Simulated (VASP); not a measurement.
# W (R-3m) in VASP: single point with PBE

Aim: the single point of W with PBE.

Everything below comes from runs of VASP 6.6.1. Logs are shortened: lines on timing, memory, paths and dates and some standing lists are left out, and cuts for length are marked.

## (1) The cell of the first run

It takes space group R-3m (No. 166, trigonal). The conventional cell has a = 4.769 Å, b = 4.769 Å, c = 2.483 Å, α = 90.00°, β = 90.00°, γ = 120.00°. W (site symmetry -3m) has 14 W at 2.48 to 3.21 Å within 3.3 Å.

## (2) Single point, PBE

File INCAR:

```
SYSTEM = W
PREC = Accurate ; ENCUT = 520
EDIFF = 1E-6 ; ISMEAR = -1
SIGMA = 0.4 ; LREAL = .FALSE.
LASPH = .TRUE. ; NELM = 60
ALGO = Fast ; ISIF = 2
LWAVE = .FALSE. ; LCHARG = .FALSE.
GGA = PE ; NBANDS = 13
```

File KPOINTS:

```
regular mesh
0
G
  24 24 24
  0 0 0
```

File POSCAR:

```
W
1.0
   -1.7705280660      1.6019063455      1.6019063455
    1.6019063455     -1.7705280660      1.6019063455
    1.6019063455      1.6019063455     -1.7705280660
W
1
Direct
    0.0000000000      0.0000000000      0.0000000000
```

Potentials or basis: VASP PAW PBE potentials, release 64 (W_sv).

Started as:

```
$ cat potpaw_PBE.64/W_sv/POTCAR > POTCAR
$ mpirun -np 1 vasp_std > vasp.out
```

OUTCAR:

```text
SYSTEM = W
   PREC = Accurate
   ENCUT = 520
   EDIFF = 1E-6
   ISMEAR = -1
   LREAL = .FALSE.
   LASPH = .TRUE.
   NELM = 60
   ISIF = 2
   GGA = PE

 ion  position               nearest neighbor table
   1  0.000  0.000  0.000-

  LATTYP: Found a trigonal (rhomboedric) cell.
 ALAT       =     2.8752352099
 COS(alpha) =    -0.3757523646

  Lattice vectors:

 A1 = (  -1.7705280660,   1.6019063455,   1.6019063455)
 A2 = (   1.6019063455,  -1.7705280660,   1.6019063455)
 A3 = (   1.6019063455,   1.6019063455,  -1.7705280660)

Analysis of symmetry for initial positions (statically):
=====================================================================
 Subroutine PRICEL returns:
 Original cell was already a primitive cell.

 Routine SETGRP: Setting up the symmetry group for a
 trigonal (rhombohedral) supercell.

 Subroutine GETGRP returns: Found 12 space group operations
 (whereof 12 operations were pure point group operations)
 out of a pool of 12 trial point group operations.

The static configuration has the point symmetry D_3d.

Analysis of symmetry for dynamics (positions and initial velocities):
=====================================================================
 Subroutine PRICEL returns:
 Original cell was already a primitive cell.

 Routine SETGRP: Setting up the symmetry group for a
 trigonal (rhombohedral) supercell.

 Subroutine GETGRP returns: Found 12 space group operations
 (whereof 12 operations were pure point group operations)
 out of a pool of 12 trial point group operations.

The dynamic configuration has the point symmetry D_3d.

 Subroutine INISYM returns: Found 12 space group operations
 (whereof 12 operations are pure point group operations),
 and found     1 'primitive' translations

----------------------------------------------------------------------------------------

                                     Primitive cell

  volume of cell :      16.3012

  direct lattice vectors                    reciprocal lattice vectors
    -1.770528066  1.601906345  1.601906345     0.034884906  0.331406611  0.331406611
     1.601906345 -1.770528066  1.601906345     0.331406611  0.034884906  0.331406611
     1.601906345  1.601906345 -1.770528066     0.331406611  0.331406611  0.034884906

  length of vectors
     2.875235210  2.875235210  2.875235210     0.469976212  0.469976212  0.469976212

  position of ions in fractional coordinates (direct lattice)
     0.000000000  0.000000000  0.000000000

  ion indices of the primitive-cell ions
   primitive index   ion index
                 1           1

----------------------------------------------------------------------------------------

 KPOINTS: regular mesh

Automatic generation of k-mesh.
 Grid dimensions read from file:
 generate k-points for:   24   24   24

 Generating k-lattice:

  Cartesian coordinates                     Fractional coordinates (reciprocal lattice)
     0.001453538  0.013808609  0.013808609     0.041666667 -0.000000000 -0.000000000
     0.013808609  0.001453538  0.013808609    -0.000000000  0.041666667 -0.000000000
     0.013808609  0.013808609  0.001453538    -0.000000000 -0.000000000  0.041666667

  Length of vectors
     0.019582342  0.019582342  0.019582342

  Shift w.r.t. Gamma in fractional coordinates (k-lattice)
     0.000000000  0.000000000  0.000000000

 Subroutine IBZKPT returns following result:
 ===========================================

 Found   1313 irreducible k-points:

 Following reciprocal coordinates:
            Coordinates               Weight
  0.000000  0.000000  0.000000      1.000000
  0.041667  0.000000  0.000000      6.000000
  0.083333  0.000000  0.000000      6.000000
  0.125000  0.000000  0.000000      6.000000
  0.166667  0.000000  0.000000      6.000000
  0.208333  0.000000  0.000000      6.000000
[... 16 lines left out ...]
  0.416667  0.041667  0.000000     12.000000
  0.458333  0.041667  0.000000     12.000000
 [... further k-points ...]
   k-points           NKPTS =   1313   k-points in BZ     NKDIM =   1313   number of bands    NBANDS=     13
   number of dos      NEDOS =    301   number of ions     NIONS =      1
   total plane-waves  NPLWV =  13824
   dimension x,y,z NGX =    24 NGY =   24 NGZ =   24
   dimension x,y,z NGXF=    48 NGYF=   48 NGZF=   48
   ions per type =               1
   NGX,Y,Z   is equivalent  to a cutoff of  13.88, 13.88, 13.88 a.u.
   NGXF,Y,Z  is equivalent  to a cutoff of  27.75, 27.75, 27.75 a.u.
 SYSTEM =  W
   PREC   = accura    normal or accurate (medium, high low for compatibility)
   ISTART =      0    job   : 0-new  1-cont  2-samecut
   ICHARG =      2    charge: 1-file 2-atom 10-const
   ISPIN  =      1    spin polarized calculation?
   LNONCOLLINEAR =      F non collinear calculations
   LSORBIT =      F    spin-orbit coupling
   LASPH  =      T    aspherical Exc in radial PAW
   ENCUT  =  520.0 eV  38.22 Ry    6.18 a.u.   5.35  5.35  5.35*2*pi/ulx,y,z
   NELM   =     60;   NELMIN=  2; NELMDL= -5     # of ELM steps
   EDIFF  = 0.1E-05   stopping-criterion for ELM
   LREAL  =      F    real-space projection
   EDIFFG = 0.1E-04   stopping-criterion for IOM
   NSW    =      0    number of steps for IOM
   IBRION =     -1    ionic relax: 0-MD 1-quasi-New 2-CG
   NFREE  =      0    steps in history (QN), initial steepest desc. (CG)
   ISIF   =      2    stress and relaxation
   ISYM   =      2    0-nonsym 1-usesym 2-fastsym
   POTIM  = 0.5000    time-step for ionic-motion
   TEBEG  =    0.0;   TEEND  =   0.0 temperature during run
   PSTRESS=    0.0 pullay stress
   NELECT =      14.0000    total number of electrons
   NUPDOWN=      -1.0000    fix difference up-down
   EMIN   =  10.00;   EMAX   =-10.00  energy-range for DOS
   EFERMI =   0.00;   METHOD = LEGACY
   ISMEAR =    -1;   SIGMA  =   0.40  broadening in eV -4-tet -1-fermi 0-gaus
   EFERMI_NEDOS =   21; number of points for ismear=-14 and -15
   IALGO  =     68    algorithm
   IMIX   =      4    mixing-type and parameters
     AMIX     =   0.40;   BMIX     =  1.00
     AMIX_MAG =   1.60;   BMIX_MAG =  1.00
  volume/ion in A,a.u.               =      16.30       110.01
  Fermi-wavevector in a.u.,A,eV,Ry     =   1.556125  2.940649 32.946829  2.421524
  Thomas-Fermi vector in A             =   2.659966
   LORBIT       =      0    0 simple, 1 ext, 2 COOP (PROOUT), +10 PAW based schemes
   GGA     = PE    functional components
   LHFCALC =     F    Hartree Fock is set to
   AEXX    =    0.0000 exact exchange contribution
   IVDW    =     0    specifies the selected vdW correction
   LEPSILON=     F    determine dielectric tensor
   LRPA    =     F    only Hartree local field effects (RPA)
 non-spin polarized calculation
 RMM-DIIS sequential band-by-band and
  energy-cutoff  :      520.00
  volume of cell :       16.30
 maximum number of plane-waves:       453
 NGX is ok and might be reduce to    24
   NGX = 11   NGY = 11   NGZ = 11

 number of electron      13.9999998 magnetization

 Free energy of the ion-electron system (eV)
  ---------------------------------------------------
  ext. energy  EPLUGINS =         0.00000000
  ---------------------------------------------------
  free energy    TOTEN  =       -12.77314475 eV

  energy without entropy =      -12.43509331  energy(sigma->0) =      -12.60411903

 E-fermi :  11.0262     XC(G=0): -13.4485

 val. band max:       11.0251087254   @ k =  -0.4167   0.4583   0.2917
 cond. band min:      11.0356541796   @ k =  -0.2917   0.3333   0.1667
 fundamental gap:      0.0105454542
 Fermi energy:        11.0262181478

 k-point     1 :       0.0000    0.0000    0.0000
  band No.  band energies     occupation
      1     -63.1574      2.00000
      2     -26.9204      2.00000
      3     -26.9204      2.00000
      4     -26.2451      2.00000
      5       1.6070      2.00000
      6       7.9750      1.99903
      7      10.1548      1.79660
      8      10.1548      1.79660
      9      14.1529      0.00081
     10      14.1529      0.00081
     11      23.6563      0.00000
     12      26.5458      0.00000
     13      26.5458      0.00000

 k-point     2 :       0.0417    0.0000    0.0000
  band No.  band energies     occupation
      1     -63.1535      2.00000
      2     -26.9260      2.00000
      3     -26.9185      2.00000
      4     -26.2852      2.00000
      5       1.7018      2.00000
      6       8.0727      1.99876
      7      10.1231      1.81064
      8      10.1999      1.77505
      9      13.9602      0.00130
     10      14.0668      0.00100
     11      23.7566      0.00000
     12      26.7621      0.00000
     13      26.8316      0.00000

 k-point     3 :       0.0833    0.0000    0.0000
  band No.  band energies     occupation
      1     -63.1419      2.00000
      2     -26.9425      2.00000
      3     -26.9126      2.00000
      4     -26.4009      2.00000
      5       1.9788      2.00000
      6       8.3601      1.99745
      7      10.0278      1.84773
      8      10.3349      1.69841
      9      13.4503      0.00466
     10      13.8369      0.00177
     11      24.0468      0.00000
     12      27.3785      0.00000
     13      27.6027      0.00000
[... 305 lines left out ...]
 k-point    23 :       0.4167    0.0417    0.0000
  band No.  band energies     occupation
      1     -62.9281      2.00000
      2     -28.3508      2.00000
      3     -27.1455      2.00000
      4     -26.8096      2.00000
      5       5.1757      2.00000
      6       7.8910      1.99921
      7      11.3645      0.60071
      8      12.8385      0.02132
      9      13.1746      0.00926
     10      16.8788      0.00000
     11      22.2125      0.00000
     12      24.4175      0.00000
     13      28.4555      0.00000

 k-point    24 :       0.4583    0.0417    0.0000
  band No.  band energies     occupation
      1     -62.9227      2.00000
      2     -28.3871      2.00000
      3     -27.1638      2.00000
      4     -26.8089      2.00000
      5       5.1285      2.00000
      6       7.8208      1.99934
      7      12.0601      0.14027
      8      12.6453      0.03432
      9      13.2992      0.00679
     10      16.9967      0.00000
     11      21.9747      0.00000
     12      24.4273      0.00000
     13      27.6205      0.00000

 [... further k-points ...]

------------------------ aborting loop because EDIFF is reached ----------------------------------------

  FORCE on cell =-STRESS in cart. coord.  units (eV):
  Direction    XX          YY          ZZ          XY          YZ          ZX
  --------------------------------------------------------------------------------------
  -------------------------------------------------------------------------------------
  Total        0.6708521      0.6708521      0.6708521      2.2420149      2.2420149      2.2420149
  in kB       65.9352889     65.9352889     65.9352889    220.3584027    220.3584027    220.3584027
  external PRESSURE =      65.9352889 kB  Pullay stress =       0.0000000 kB

 VOLUME and BASIS-vectors are now :
 -----------------------------------------------------------------------------
  energy-cutoff  :      520.00
  volume of cell :       16.30
      direct lattice vectors                 reciprocal lattice vectors
    -1.770528066  1.601906345  1.601906345     0.034884906  0.331406611  0.331406611
     1.601906345 -1.770528066  1.601906345     0.331406611  0.034884906  0.331406611
     1.601906345  1.601906345 -1.770528066     0.331406611  0.331406611  0.034884906

 POSITION                                       TOTAL-FORCE (eV/Angst)
 -----------------------------------------------------------------------------------
      0.00000      0.00000      0.00000        -0.000000      0.000000     -0.000000
 -----------------------------------------------------------------------------------
    total drift:                                0.000000      0.000000      0.000000

  FREE ENERGIE OF THE ION-ELECTRON SYSTEM (eV)
  ---------------------------------------------------
  free  energy   TOTEN  =       -12.7731447450 eV

  energy  without entropy=      -12.4350933095  energy(sigma->0) =      -12.60411903
```

Wall time 2.1 min (1 thread of Intel Xeon Platinum 8488C (Sapphire Rapids), shared host); peak memory 0.37 GiB.

What came out:

```yaml
Free_energy: -12.7731 eV
Pressure: 6.6 GPa
Band_gap_on_the_k_mesh: zero (bands 7 and 8 overlap by 4.78 eV)
```

Caveat: the cell stands under pressure; so wide a smearing shifts energies and pressures; spin-orbit coupling is left out, which moves the levels of the heavy elements.
